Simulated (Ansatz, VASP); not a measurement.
**One calculation of SbW, two programs**

Contents of INCAR:

```
PREC = Accurate
ENCUT = 520
EDIFF = 1E-6
ISMEAR = 0
SIGMA = 0.05
LREAL = False
LASPH = True
NELM = 60
ALGO = Normal
ISIF = 2
LWAVE = False
LCHARG = False
GGA = PE
NBANDS = 27
```

Contents of KPOINTS:

```
Automatic mesh
0
Gamma
  10 10 6
```

Contents of POSCAR:

```
SbW
1.0
    4.4002257458      0.0000000000      0.0000000000
   -2.2001128729      3.8107072783      0.0000000000
    0.0000000000      0.0000000000      5.2102217637
W Sb
2 2
Direct
    0.0000000000      0.0000000000      0.0000000000
    0.0000000000      0.0000000000      0.5000000000
    0.3333333333      0.6666666667      0.2500000000
    0.6666666667      0.3333333333      0.7500000000
```

Input for Ansatz:

```yaml
crystal:
  lattice:
    - [4.4002257458, 0.0, 0.0]
    - [-2.2001128729, 3.8107072783, 0.0]
    - [0.0, 0.0, 5.2102217637]
  atoms:
    - { symbol: W, position: [0.0, 0.0, 0.0] }
    - { symbol: W, position: [0.0, 0.0, 0.5] }
    - { symbol: Sb, position: [0.3333333333, 0.6666666667, 0.25] }
    - { symbol: Sb, position: [0.6666666667, 0.3333333333, 0.75] }
basis:
  ecutwfc: 420
  ecutrho_ratio: 4
kpoints:
  mp_grid: { grid: [10, 10, 6] }
  band_path:
    path:
      - [[0.0, 0.0, 0.0], [0.5, 0.0, 0.0], [0.33333333, 0.33333333, 0.0], [0.0, 0.0, 0.0], [0.0, 0.0, 0.5], [0.5, 0.0, 0.5], [0.33333333, 0.33333333, 0.5], [0.0, 0.0, 0.5]]
      - [[0.5, 0.0, 0.5], [0.5, 0.0, 0.0]]
      - [[0.33333333, 0.33333333, 0.5], [0.33333333, 0.33333333, 0.0]]
    npoints: 14
hamiltonian:
  xc: pbe
scf:
  occupations: { method: gaussian, width: 0.05 }
  n_extra_bands: 17
output:
  forces: true
  stress: true
  eigenvalues: true
  populations: true
  dos: { projected: true, de: 0.02, nscf_kmesh: { grid: [15, 15, 9] } }
  bader: true
  write_density: true
  write_potential: true
  elf: true
  volumetric_format: npy
```

Alike in both runs: task single point; functional PBE; k mesh 10 × 10 × 6; occupations gaussian, width 0.05 eV; no spin polarisation.

```csv
,VASP,Ansatz
version,VASP 6.6.1,Ansatz 0.2.0
potentials or method,"VASP PAW PBE potentials, release 64 (W_sv, Sb), cutoff 520 eV","scalar-relativistic, plane waves, PAW"
valence electrons in the cell,38,58
```

|  | VASP | Ansatz | Ansatz less VASP |
| --- | --- | --- | --- |
| gap on the k mesh at the Fermi level (eV) | none | none | - |
| pressure (GPa) | 0.1 | 0.0 | -0.09 |
| traceless stress, the component that is largest in VASP (GPa) | 0.18 | 0.00 | -0.180 |

A gap of «none» marks a metal or a gap that the smearing closes. The functional is the same, so the differences come from potentials, cutoffs and numerics. VASP's potentials hold 38 valence electrons a cell and Ansatz's 58, so a difference there can come from the potentials and not from the codes.

Neither program's run includes spin-orbit coupling.
